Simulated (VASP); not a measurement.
# SiO2 (P4_2/mnm) in VASP: further runs, part 2 of 2

VASP 6.6.1.

## 4. Single point, r2SCAN (strain +0.040 along x and y, -0.040 along z)

POSCAR

```
SiO2
1.0
    4.3528223192      0.0000000000      0.0000000000
    0.0000000000      4.3528223192      0.0000000000
    0.0000000000      0.0000000000      2.5619951744
Si O
2 4
Direct
    0.5000000000      0.5000000000      0.5000000000
    0.0000000000      0.0000000000      0.0000000000
    0.6938852014      0.6938852014      0.0000000000
    0.1938852014      0.8061147986      0.5000000000
    0.3061147986      0.3061147986      0.0000000000
    0.8061147986      0.1938852014      0.5000000000
```

INCAR.step1

```
PREC     = Accurate       # precision mode
ENCUT    = 520            # plane-wave cutoff, eV
ISMEAR   = 0              # smearing method
SIGMA    = 0.05           # smearing width, eV
LREAL    = False          # projectors in reciprocal space
LASPH    = True           # aspherical terms in the spheres
NELM     = 60             # most SCF steps
NBANDS   = 25             # bands
GGA      = PE             # functional
ALGO     = Normal         # electronic algorithm
EDIFF    = 1E-4           # SCF threshold, eV
LWAVE    = True           # write WAVECAR
LCHARG   = False          # write CHGCAR
```

INCAR.step2

```
PREC     = Accurate       # precision mode
ENCUT    = 520            # plane-wave cutoff, eV
EDIFF    = 1E-6           # SCF threshold, eV
ISMEAR   = 0              # smearing method
SIGMA    = 0.05           # smearing width, eV
LREAL    = False          # projectors in reciprocal space
LASPH    = True           # aspherical terms in the spheres
NELM     = 60             # most SCF steps
ALGO     = Normal         # electronic algorithm
ISIF     = 2              # what is computed and relaxed
LWAVE    = False          # write WAVECAR
LCHARG   = False          # write CHGCAR
METAGGA  = R2SCAN         # meta-GGA
LMIXTAU  = True         
NBANDS   = 25             # bands
ISTART   = 1
```

KPOINTS

```
Automatic mesh
0
Gamma
  6 6 8
```

Run with:

```console
$ cat potpaw_PBE.64/Si/POTCAR potpaw_PBE.64/O/POTCAR > POTCAR
$ cp INCAR.step1 INCAR
$ mpirun -np 1 vasp_std > vasp.out
$ cp INCAR.step2 INCAR
$ mpirun -np 1 vasp_std > vasp.out
```

Run time: 53 s. Hardware: 1 thread of Intel Xeon 6975P-C (Granite Rapids), shared host; peak memory 0.18 GiB.

The run converged. Its results:

```
Free energy            : -58.4343 eV
Pressure               : -6.4 GPa
Largest force          : 0.916 eV/Å
Band gap on the k mesh : 6.02 eV, direct
```

Forces on the atoms (eV/Å):
```
Si   0.000  0.000  0.000
Si   0.000  0.000  0.000
O   -0.648 -0.648  0.000
O   -0.648  0.648  0.000
O    0.648  0.648  0.000
O    0.648 -0.648  0.000
```

Stress tensor (GPa, compression positive):
```
-19.47   0.00   0.00
  0.00 -19.47   0.00
  0.00   0.00  19.66
```

Levels at points of the mesh, in eV from the valence-band top:
| k point | band 13 | band 14 | band 15 | band 16 | band 17 | band 18 | band 19 | band 20 |
| --- | --- | --- | --- | --- | --- | --- | --- | --- |
| (0.00, 0.00, 0.00) | -1.99 | -0.91 | -0.91 | 0.00 | 6.02 | 8.90 | 10.19 | 10.19 |
| (0.50, 0.00, 0.00) | -2.16 | -2.16 | -1.11 | -1.11 | 8.66 | 8.66 | 10.95 | 10.95 |
| (0.50, 0.50, 0.00) | -2.40 | -2.40 | -2.38 | -2.38 | 8.63 | 8.63 | 11.63 | 11.63 |
| (0.00, 0.00, 0.50) | -2.62 | -2.62 | -2.51 | -2.51 | 9.48 | 9.48 | 12.79 | 12.79 |
| (0.50, 0.00, 0.50) | -2.28 | -2.28 | -1.64 | -1.64 | 9.24 | 9.24 | 9.82 | 9.82 |
| (0.50, 0.50, 0.50) | -1.81 | -1.81 | -1.46 | -1.46 | 7.46 | 7.46 | 11.47 | 11.47 |

Caveat: the cell differs from its parent crystal (strain +0.040 along x and y, -0.040 along z); the PAW data sets were made with another functional, which shifts forces and pressure a little.

## 5. Single point, r2SCAN (strain +0.000 along x and y, +0.040 along z)

Changes to POSCAR since step 4:

```diff
@@ -2,5 +2,5 @@
 1.0
-    4.3528223192      0.0000000000      0.0000000000
-    0.0000000000      4.3528223192      0.0000000000
-    0.0000000000      0.0000000000      2.5619951744
+    4.1854060762      0.0000000000      0.0000000000
+    0.0000000000      4.1854060762      0.0000000000
+    0.0000000000      0.0000000000      2.7754947722
 Si O
```

INCAR.step1

```
PREC = Accurate ; ENCUT = 520
ISMEAR = 0 ; SIGMA = 0.05
LREAL = F ; LASPH = T
NELM = 60 ; NBANDS = 25
GGA = PE ; ALGO = Normal
EDIFF = 1E-4 ; LWAVE = T
LCHARG = F
```

INCAR.step2

```
PREC = Accurate ; ENCUT = 520
EDIFF = 1E-7 ; ISMEAR = 0
SIGMA = 0.05 ; LREAL = F
LASPH = T ; NELM = 60
ALGO = Normal ; ISIF = 2
LWAVE = F ; LCHARG = F
METAGGA = R2SCAN ; LMIXTAU = T
NBANDS = 25 ; ISTART = 1
```

KPOINTS is that of step 4.

Potentials or basis: VASP PAW PBE potentials, release 64 (Si, O).

Run with:

```console
$ cat potpaw_PBE.64/Si/POTCAR potpaw_PBE.64/O/POTCAR > POTCAR
$ cp INCAR.step1 INCAR
$ mpirun -np 1 vasp_std > vasp.out
$ cp INCAR.step2 INCAR
$ mpirun -np 1 vasp_std > vasp.out
```

OUTCAR:

```text
PREC = Accurate
   ENCUT = 520
   EDIFF = 1E-7
   ISMEAR = 0
   LREAL = F
   LASPH = T
   NELM = 60
   ISIF = 2
   METAGGA = R2SCAN
   ISTART = 1

 ion  position               nearest neighbor table
   1  0.500  0.500  0.500-   3 1.80   5 1.80   3 1.80   5 1.80   4 1.81   6 1.81
   2  0.000  0.000  0.000-   4 1.80   6 1.80   4 1.80   6 1.80   5 1.81   3 1.81
   3  0.694  0.694  0.000-   1 1.80   1 1.80   2 1.81
   4  0.194  0.806  0.500-   2 1.80   2 1.80   1 1.81
   5  0.306  0.306  0.000-   1 1.80   1 1.80   2 1.81
   6  0.806  0.194  0.500-   2 1.80   2 1.80   1 1.81

  LATTYP: Found a simple tetragonal cell.
 ALAT       =     4.1854060762
 C/A-ratio  =     0.6631363174

  Lattice vectors:

 A1 = (   4.1854060762,   0.0000000000,   0.0000000000)
 A2 = (   0.0000000000,   4.1854060762,   0.0000000000)
 A3 = (   0.0000000000,   0.0000000000,   2.7754947722)

Analysis of symmetry for initial positions (statically):
=====================================================================
 Subroutine PRICEL returns:
 Original cell was already a primitive cell.

 Routine SETGRP: Setting up the symmetry group for a
 simple tetragonal supercell.

 Subroutine GETGRP returns: Found 16 space group operations
 (whereof  8 operations were pure point group operations)
 out of a pool of 16 trial point group operations.

The static configuration has the point symmetry D_2h.
 The point group associated with its full space group is D_4h.

Analysis of symmetry for dynamics (positions and initial velocities):
=====================================================================
 Subroutine PRICEL returns:
 Original cell was already a primitive cell.

 Routine SETGRP: Setting up the symmetry group for a
 simple tetragonal supercell.

 Subroutine GETGRP returns: Found 16 space group operations
 (whereof  8 operations were pure point group operations)
 out of a pool of 16 trial point group operations.

The dynamic configuration has the point symmetry D_2h.
 The point group associated with its full space group is D_4h.
[... 130 lines left out ...]
  Thomas-Fermi vector in A             =   2.544566
   LORBIT       =      0    0 simple, 1 ext, 2 COOP (PROOUT), +10 PAW based schemes
   METAGGA = R2SCAN    functional components
   LHFCALC =     F    Hartree Fock is set to
   AEXX    =    0.0000 exact exchange contribution
   IVDW    =     0    specifies the selected vdW correction
   LEPSILON=     F    determine dielectric tensor
   LRPA    =     F    only Hartree local field effects (RPA)
 non-spin polarized calculation
 Gauss-broadening in eV      SIGMA  =   0.05
  energy-cutoff  :      520.00
  volume of cell :       48.62
 maximum number of plane-waves:      1344
 NGX is ok and might be reduce to    32
   NGX = 15   NGY = 15   NGZ = 11

 number of electron      31.9999999 magnetization

 Free energy of the ion-electron system (eV)
  ---------------------------------------------------
  ext. energy  EPLUGINS =         0.00000000
  ---------------------------------------------------
  free energy    TOTEN  =       -58.63717230 eV

  energy without entropy =      -58.63717230  energy(sigma->0) =      -58.63717230

 E-fermi :   7.5918     XC(G=0): -12.6707

 val. band max:        7.2989374788   @ k =   0.0000   0.0000   0.0000
 cond. band min:      12.9269087066   @ k =   0.0000   0.0000   0.0000
 fundamental gap:      5.6279712278
 Fermi energy:         7.5917547499

 k-point     1 :       0.0000    0.0000    0.0000
  band No.  band energies     occupation
      1     -15.7804      2.00000
      2     -12.3197      2.00000
      3     -12.3197      2.00000
      4     -12.0168      2.00000
      5      -3.4686      2.00000
      6       1.2147      2.00000
[... 661 lines left out ...]
     24      20.7592      0.00000
     25      21.8491      0.00000

 [... further k-points ...]

------------------------ aborting loop because EDIFF is reached ----------------------------------------

  FORCE on cell =-STRESS in cart. coord.  units (eV):
  Direction    XX          YY          ZZ          XY          YZ          ZX
  --------------------------------------------------------------------------------------
  -------------------------------------------------------------------------------------
  Total       -2.1212343     -2.1212343     -7.8626572      0.0000000      0.0000000      0.0000000
  in kB      -69.9010346    -69.9010346   -259.0981477      0.0000000      0.0000000      0.0000000
  external PRESSURE =    -132.9667389 kB  Pullay stress =       0.0000000 kB

 VOLUME and BASIS-vectors are now :
 -----------------------------------------------------------------------------
  energy-cutoff  :      520.00
  volume of cell :       48.62
      direct lattice vectors                 reciprocal lattice vectors
     4.185406076  0.000000000  0.000000000     0.238925443  0.000000000  0.000000000
     0.000000000  4.185406076  0.000000000     0.000000000  0.238925443  0.000000000
     0.000000000  0.000000000  2.775494772     0.000000000  0.000000000  0.360296121

 POSITION                                       TOTAL-FORCE (eV/Angst)
 -----------------------------------------------------------------------------------
      2.09270      2.09270      1.38775        -0.000000      0.000000      0.000000
      0.00000      0.00000      0.00000        -0.000000      0.000000      0.000000
      2.90419      2.90419      0.00000         0.053591      0.053591      0.000000
      0.81149      3.37392      1.38775         0.053591     -0.053591      0.000000
      1.28121      1.28121      0.00000        -0.053591     -0.053591     -0.000000
      3.37392      0.81149      1.38775        -0.053591      0.053591      0.000000
 -----------------------------------------------------------------------------------
    total drift:                                0.000000     -0.000000      0.000000

  FREE ENERGIE OF THE ION-ELECTRON SYSTEM (eV)
  ---------------------------------------------------
  free  energy   TOTEN  =       -58.6371722966 eV

  energy  without entropy=      -58.6371722966  energy(sigma->0) =      -58.63717230
```

OSZICAR.step1:

```text
N       E                     dE             d eps       ncg     rms          rms(c)
DAV:   1     0.138781033354E+03    0.13878E+03   -0.17544E+04  2500   0.123E+03
DAV:   2    -0.435495698064E+02   -0.18233E+03   -0.17421E+03  3170   0.277E+02
DAV:   3    -0.507881386430E+02   -0.72386E+01   -0.72073E+01  3357   0.529E+01
DAV:   4    -0.508343646944E+02   -0.46226E-01   -0.46212E-01  2870   0.495E+00
DAV:   5    -0.508347366452E+02   -0.37195E-03   -0.37189E-03  3342   0.423E-01    0.167E+01
DAV:   6    -0.461753837202E+02    0.46594E+01   -0.13251E+01  3153   0.244E+01    0.749E+00
DAV:   7    -0.462217767872E+02   -0.46393E-01   -0.69015E-01  3059   0.481E+00    0.282E+00
DAV:   8    -0.462344520646E+02   -0.12675E-01   -0.24056E-02  3195   0.134E+00    0.108E+00
DAV:   9    -0.462411488082E+02   -0.66967E-02   -0.95085E-03  3138   0.827E-01    0.259E-01
DAV:  10    -0.462413733146E+02   -0.22451E-03   -0.66386E-04  3166   0.175E-01    0.519E-02
DAV:  11    -0.462413389787E+02    0.34336E-04   -0.11740E-04  1906   0.789E-02
   1 F= -.46241339E+02 E0= -.46241339E+02  d E =-.501387E-16
```

It took 61 s on 1 thread of Intel Xeon 6975P-C (Granite Rapids), shared host; peak memory 0.19 GiB.

What came out:

```yaml
Free_energy: -58.6372 eV
Pressure: -13.3 GPa
Largest_force: 0.076 eV/Å
Band_gap_on_the_k_mesh: 5.63 eV, direct
```

Forces in eV/Å, atoms in the order of the input:
```
Si   0.000  0.000  0.000
Si   0.000  0.000  0.000
O    0.054  0.054  0.000
O    0.054 -0.054  0.000
O   -0.054 -0.054  0.000
O   -0.054  0.054  0.000
```

Stress tensor (GPa, compression positive):
```
 -6.99   0.00   0.00
  0.00  -6.99   0.00
  0.00   0.00 -25.91
```

Caveat: the cell differs from its parent crystal (strain +0.000 along x and y, +0.040 along z); the PAW data sets were made with another functional, which shifts forces and pressure a little.

## 6. The runs side by side

| cell | gap on the mesh (eV) | pressure (GPa) | largest force (eV/Å) |
| --- | --- | --- | --- |
| a = 4.520, b = 4.520, c = 2.882 Å, 6 atoms | 2.69 | -47.6 | 1.21 |
| a = 4.353, b = 4.353, c = 2.455 Å, 6 atoms | 6.74 | 11.8 | 0.82 |
| a = 4.353, b = 4.353, c = 2.562 Å, 6 atoms | 6.02 | -6.4 | 0.92 |
| a = 4.185, b = 4.185, c = 2.775 Å, 6 atoms | 5.63 | -13.3 | 0.08 |

Alike in all rows: task single point; level r2SCAN; potentials or basis VASP PAW PBE potentials, release 64 (Si, O); no spin polarisation; k mesh 6 × 6 × 8; cutoff (eV) 520; smearing gaussian 0.05 eV.

Caveats: the PAW data sets were made with another functional, which shifts forces and pressure a little.

Absolute energies hang on the potentials; compare differences alone.
